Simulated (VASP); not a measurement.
# Sr2C (I4/mmm) in VASP: single point with PBE

Aim: the single point of Sr2C with PBE.

Program: VASP 6.6.1. These are calculated values, not measurements. Logs are shortened: lines on timing, memory, paths and dates and some standing lists are left out, and cuts for length are marked.

### Step 1. The cell of the first run

Symmetry: I4/mmm, No. 139, tetragonal system. Conventional cell: a = 4.895 Å, b = 4.895 Å, c = 6.701 Å, α = 90.00°, β = 90.00°, γ = 90.00°. Within 3.9 Å of C (site symmetry 4/mmm) lie 8 Sr at 2.97 Å. Within 3.9 Å of Sr (site symmetry -4m2) lie 4 C at 2.97 Å and 6 Sr at 3.35 to 3.46 Å.

### Step 2. Single point, PBE (epitaxial xy strain +3.0%)

The input, INCAR:

```
  PREC = Accurate
  ENCUT = 520
  EDIFF = 1E-7
  ISMEAR = -1
  SIGMA = 0.02
  LREAL = False
  LASPH = True
  NELM = 80
  ALGO = Normal
  ISIF = 2
  LWAVE = False
  LCHARG = False
  GGA = PE
  NBANDS = 19
```

The input, KPOINTS:

```
regular mesh
0
Gamma
  6 6 6
```

The input, POSCAR:

```
Sr2C
1.0
    0.0000000000      3.4609467165      3.3505789272
    3.4609467165      0.0000000000      3.3505789272
    3.4609467165      3.4609467165      0.0000000000
C Sr
1 2
Direct
    0.0000000000      0.0000000000      0.0000000000
    0.2500000000      0.2500000000      0.2500000000
    0.7500000000      0.7500000000      0.7500000000
```

Potentials or basis: VASP PAW PBE potentials, release 64 (C, Sr_sv).

On the command line:

```console
$ cat potpaw_PBE.64/C/POTCAR potpaw_PBE.64/Sr_sv/POTCAR > POTCAR
$ mpirun -np 1 vasp_std > vasp.out
```

OUTCAR:

```text
PREC = Accurate
   ENCUT = 520
   EDIFF = 1E-7
   ISMEAR = -1
   LREAL = False
   LASPH = True
   NELM = 80
   ISIF = 2
   GGA = PE

 ion  position               nearest neighbor table
   1  0.000  0.000  0.000-   3 2.97   3 2.97   3 2.97   2 2.97   2 2.97   2 2.97   3 2.97   2 2.97

   2  0.250  0.250  0.250-   1 2.97   1 2.97   1 2.97   1 2.97   3 3.35   3 3.35   3 3.46   3 3.46
                             3 3.46   3 3.46
   3  0.750  0.750  0.750-   1 2.97   1 2.97   1 2.97   1 2.97   2 3.35   2 3.35   2 3.46   2 3.46
                             2 3.46   2 3.46

  LATTYP: Found a body centered tetragonal cell.
 ALAT       =     4.8945177851
 C/A-ratio  =     1.3691150280

  Lattice vectors:

 A1 = (   0.0000000000,  -3.4609467165,  -3.3505789272)
 A2 = (   0.0000000000,   3.4609467165,  -3.3505789272)
 A3 = (   3.4609467165,   0.0000000000,   3.3505789272)

Analysis of symmetry for initial positions (statically):
=====================================================================
 Subroutine PRICEL returns:
 Original cell was already a primitive cell.

 Routine SETGRP: Setting up the symmetry group for a
 body centered tetragonal supercell.

 Subroutine GETGRP returns: Found 16 space group operations
 (whereof 16 operations were pure point group operations)
 out of a pool of 16 trial point group operations.

The static configuration has the point symmetry D_4h.

Analysis of symmetry for dynamics (positions and initial velocities):
=====================================================================
 Subroutine PRICEL returns:
 Original cell was already a primitive cell.

 Routine SETGRP: Setting up the symmetry group for a
 body centered tetragonal supercell.

 Subroutine GETGRP returns: Found 16 space group operations
 (whereof 16 operations were pure point group operations)
 out of a pool of 16 trial point group operations.

The dynamic configuration has the point symmetry D_4h.

 Subroutine INISYM returns: Found 16 space group operations
 (whereof 16 operations are pure point group operations),
 and found     1 'primitive' translations

----------------------------------------------------------------------------------------

                                     Primitive cell

  volume of cell :      80.2675

  direct lattice vectors                    reciprocal lattice vectors
     0.000000000  3.460946717  3.350578927    -0.144469141  0.144469141  0.149227943
     3.460946717  0.000000000  3.350578927     0.144469141 -0.144469141  0.149227943
     3.460946717  3.460946717  0.000000000     0.144469141  0.144469141 -0.149227943

  length of vectors
     4.817108191  4.817108191  4.894517785     0.253005226  0.253005226  0.253005226

  position of ions in fractional coordinates (direct lattice)
     0.000000000  0.000000000  0.000000000
     0.250000000  0.250000000  0.250000000
     0.750000000  0.750000000  0.750000000

  ion indices of the primitive-cell ions
   primitive index   ion index
                 1           1
                 2           2
                 3           3

----------------------------------------------------------------------------------------

 KPOINTS: regular mesh

Automatic generation of k-mesh.
 Grid dimensions read from file:
 generate k-points for:    6    6    6

 Generating k-lattice:

  Cartesian coordinates                     Fractional coordinates (reciprocal lattice)
    -0.024078190  0.024078190  0.024871324     0.166666667  0.000000000  0.000000000
     0.024078190 -0.024078190  0.024871324     0.000000000  0.166666667  0.000000000
     0.024078190  0.024078190 -0.024871324     0.000000000  0.000000000  0.166666667

  Length of vectors
     0.042167538  0.042167538  0.042167538

  Shift w.r.t. Gamma in fractional coordinates (k-lattice)
     0.000000000  0.000000000  0.000000000

 Subroutine IBZKPT returns following result:
 ===========================================

 Found     30 irreducible k-points:

 Following reciprocal coordinates:
            Coordinates               Weight
  0.000000  0.000000  0.000000      1.000000
  0.166667  0.000000  0.000000      8.000000
  0.333333  0.000000  0.000000      8.000000
  0.500000 -0.000000  0.000000      4.000000
  0.166667  0.166667  0.000000      2.000000
  0.333333  0.166667  0.000000      8.000000
[... 16 lines left out ...]
  0.333333  0.000000  0.333333      4.000000
  0.500000 -0.000000  0.333333     16.000000
 [... further k-points ...]
   k-points           NKPTS =     30   k-points in BZ     NKDIM =     30   number of bands    NBANDS=     19
   number of dos      NEDOS =    301   number of ions     NIONS =      3
   total plane-waves  NPLWV =  46656
   dimension x,y,z NGX =    36 NGY =   36 NGZ =   36
   dimension x,y,z NGXF=    72 NGYF=   72 NGZF=   72
   ions per type =               1   2
   NGX,Y,Z   is equivalent  to a cutoff of  12.42, 12.42, 12.23 a.u.
   NGXF,Y,Z  is equivalent  to a cutoff of  24.85, 24.85, 24.46 a.u.
 SYSTEM =  unknown system
   PREC   = accura    normal or accurate (medium, high low for compatibility)
   ISTART =      0    job   : 0-new  1-cont  2-samecut
   ICHARG =      2    charge: 1-file 2-atom 10-const
   ISPIN  =      1    spin polarized calculation?
   LNONCOLLINEAR =      F non collinear calculations
   LSORBIT =      F    spin-orbit coupling
   LASPH  =      T    aspherical Exc in radial PAW
   ENCUT  =  520.0 eV  38.22 Ry    6.18 a.u.   8.96  8.96  9.10*2*pi/ulx,y,z
   NELM   =     80;   NELMIN=  2; NELMDL= -5     # of ELM steps
   EDIFF  = 0.1E-06   stopping-criterion for ELM
   LREAL  =      F    real-space projection
   EDIFFG = 0.1E-05   stopping-criterion for IOM
   NSW    =      0    number of steps for IOM
   IBRION =     -1    ionic relax: 0-MD 1-quasi-New 2-CG
   NFREE  =      0    steps in history (QN), initial steepest desc. (CG)
   ISIF   =      2    stress and relaxation
   ISYM   =      2    0-nonsym 1-usesym 2-fastsym
   POTIM  = 0.5000    time-step for ionic-motion
   TEBEG  =    0.0;   TEEND  =   0.0 temperature during run
   PSTRESS=    0.0 pullay stress
   NELECT =      24.0000    total number of electrons
   NUPDOWN=      -1.0000    fix difference up-down
   EMIN   =  10.00;   EMAX   =-10.00  energy-range for DOS
   EFERMI =   0.00;   METHOD = LEGACY
   ISMEAR =    -1;   SIGMA  =   0.02  broadening in eV -4-tet -1-fermi 0-gaus
   EFERMI_NEDOS =   21; number of points for ismear=-14 and -15
   IALGO  =     38    algorithm
   IMIX   =      4    mixing-type and parameters
     AMIX     =   0.40;   BMIX     =  1.00
     AMIX_MAG =   1.60;   BMIX_MAG =  1.00
  volume/ion in A,a.u.               =      26.76       180.56
  Fermi-wavevector in a.u.,A,eV,Ry     =   1.094709  2.068700 16.305056  1.198388
  Thomas-Fermi vector in A             =   2.231019
   LORBIT       =      0    0 simple, 1 ext, 2 COOP (PROOUT), +10 PAW based schemes
   GGA     = PE    functional components
   LHFCALC =     F    Hartree Fock is set to
   AEXX    =    0.0000 exact exchange contribution
   IVDW    =     0    specifies the selected vdW correction
   LEPSILON=     F    determine dielectric tensor
   LRPA    =     F    only Hartree local field effects (RPA)
 non-spin polarized calculation
  energy-cutoff  :      520.00
  volume of cell :       80.27
 maximum number of plane-waves:      2182
   NGX = 17   NGY = 17   NGZ = 19

 number of electron      23.9999999 magnetization

 Free energy of the ion-electron system (eV)
  ---------------------------------------------------
  ext. energy  EPLUGINS =         0.00000000
  ---------------------------------------------------
  free energy    TOTEN  =       -10.60032199 eV

  energy without entropy =      -10.59901545  energy(sigma->0) =      -10.59966872

 E-fermi :   2.7032     XC(G=0):  -8.9318

 val. band max:        2.6943202233   @ k =   0.5000   0.0000   0.5000
 cond. band min:       2.7477385325   @ k =  -0.1667   0.5000   0.3333
 fundamental gap:      0.0534183092
 Fermi energy:         2.7031840486

 k-point     1 :       0.0000    0.0000    0.0000
  band No.  band energies     occupation
      1     -32.7651      2.00000
      2     -32.5440      2.00000
      3     -15.1057      2.00000
      4     -14.9250      2.00000
      5     -14.9250      2.00000
      6     -14.4394      2.00000
[... 11 lines left out ...]
     18       7.9091      0.00000
     19       9.8351      0.00000

 k-point     2 :       0.1667    0.0000    0.0000
  band No.  band energies     occupation
      1     -32.7499      2.00000
      2     -32.5584      2.00000
      3     -15.0682      2.00000
      4     -14.9049      2.00000
      5     -14.8981      2.00000
      6     -14.4924      2.00000
[... 11 lines left out ...]
     18       7.6724      0.00000
     19       9.7325      0.00000

 k-point     3 :       0.3333    0.0000    0.0000
  band No.  band energies     occupation
      1     -32.7086      2.00000
      2     -32.5980      2.00000
      3     -14.9622      2.00000
      4     -14.8417      2.00000
      5     -14.8206      2.00000
      6     -14.6335      2.00000
[... 11 lines left out ...]
     18       7.2035      0.00000
     19       8.0873      0.00000

 k-point     4 :       0.5000   -0.0000    0.0000
  band No.  band energies     occupation
      1     -32.6529      2.00000
      2     -32.6529      2.00000
      3     -14.8178      2.00000
      4     -14.7979      2.00000
      5     -14.7296      2.00000
      6     -14.7269      2.00000
[... 11 lines left out ...]
     18       7.0093      0.00000
     19       7.1332      0.00000

 k-point     5 :       0.1667    0.1667    0.0000
  band No.  band energies     occupation
      1     -32.7415      2.00000
      2     -32.5665      2.00000
      3     -14.9630      2.00000
      4     -14.9630      2.00000
      5     -14.9041      2.00000
      6     -14.6491      2.00000
[... 11 lines left out ...]
     18       7.3525      0.00000
     19       8.3037      0.00000
[... 334 lines left out ...]
      2     -32.6061      2.00000
      3     -15.2290      2.00000
      4     -15.0064      2.00000
      5     -14.8474      2.00000
      6     -14.5757      2.00000
[... 11 lines left out ...]
     18       7.3607      0.00000
     19       8.0396      0.00000

 k-point    22 :      -0.3333    0.5000    0.1667
  band No.  band energies     occupation
      1     -32.6534      2.00000
      2     -32.6494      2.00000
      3     -15.3325      2.00000
      4     -15.1109      2.00000
      5     -14.9060      2.00000
      6     -14.5238      2.00000
[... 11 lines left out ...]
     18       6.9817      0.00000
     19       8.4991      0.00000

 k-point    23 :       0.3333    0.0000    0.3333
  band No.  band energies     occupation
      1     -32.7147      2.00000
      2     -32.5902      2.00000
      3     -15.1931      2.00000
      4     -15.0389      2.00000
      5     -15.0101      2.00000
      6     -14.4451      2.00000
[... 11 lines left out ...]
     18       7.0866      0.00000
     19       7.9606      0.00000

 k-point    24 :       0.5000   -0.0000    0.3333
  band No.  band energies     occupation
      1     -32.6919      2.00000
      2     -32.6119      2.00000
      3     -15.1705      2.00000
      4     -15.1503      2.00000
      5     -14.9986      2.00000
      6     -14.4153      2.00000
[... 11 lines left out ...]
     18       7.5666      0.00000
     19       8.0287      0.00000

 [... further k-points ...]
[... 5 lines left out ...]
  --------------------------------------------------------------------------------------
  -------------------------------------------------------------------------------------
  Total       -1.0669528     -1.0669528      0.2320896      0.0000000     -0.0000000      0.0000000
  in kB      -21.2968864    -21.2968864      4.6326199      0.0000000     -0.0000000      0.0000000
  external PRESSURE =     -12.6537176 kB  Pullay stress =       0.0000000 kB

 VOLUME and BASIS-vectors are now :
 -----------------------------------------------------------------------------
  energy-cutoff  :      520.00
  volume of cell :       80.27
      direct lattice vectors                 reciprocal lattice vectors
     0.000000000  3.460946717  3.350578927    -0.144469141  0.144469141  0.149227943
     3.460946717  0.000000000  3.350578927     0.144469141 -0.144469141  0.149227943
     3.460946717  3.460946717  0.000000000     0.144469141  0.144469141 -0.149227943

 POSITION                                       TOTAL-FORCE (eV/Angst)
 -----------------------------------------------------------------------------------
      0.00000      0.00000      0.00000        -0.000000     -0.000000     -0.000000
      1.73047      1.73047      1.67529        -0.000000     -0.000000      0.000000
      5.19142      5.19142      5.02587         0.000000      0.000000      0.000000
 -----------------------------------------------------------------------------------
    total drift:                                0.000000      0.000000      0.000000

  FREE ENERGIE OF THE ION-ELECTRON SYSTEM (eV)
  ---------------------------------------------------
  free  energy   TOTEN  =       -10.6003219912 eV

  energy  without entropy=      -10.5990154515  energy(sigma->0) =      -10.59966872
```

It took 49 s on 1 thread of AMD EPYC 7R43 (Zen 3), shared host; peak memory 0.19 GiB.

What came out:

* Free energy: -10.6003 eV
* Pressure: -1.3 GPa
* Band gap on the k mesh: zero (bands 12 and 13 overlap by 0.22 eV)

Caveat: the cell differs from its parent crystal (epitaxial xy strain +3.0%); the structure was generated, so it needn't be the stable form of Sr2C.

The gap in the log of VASP goes by the Fermi energy; the results here count the filled bands.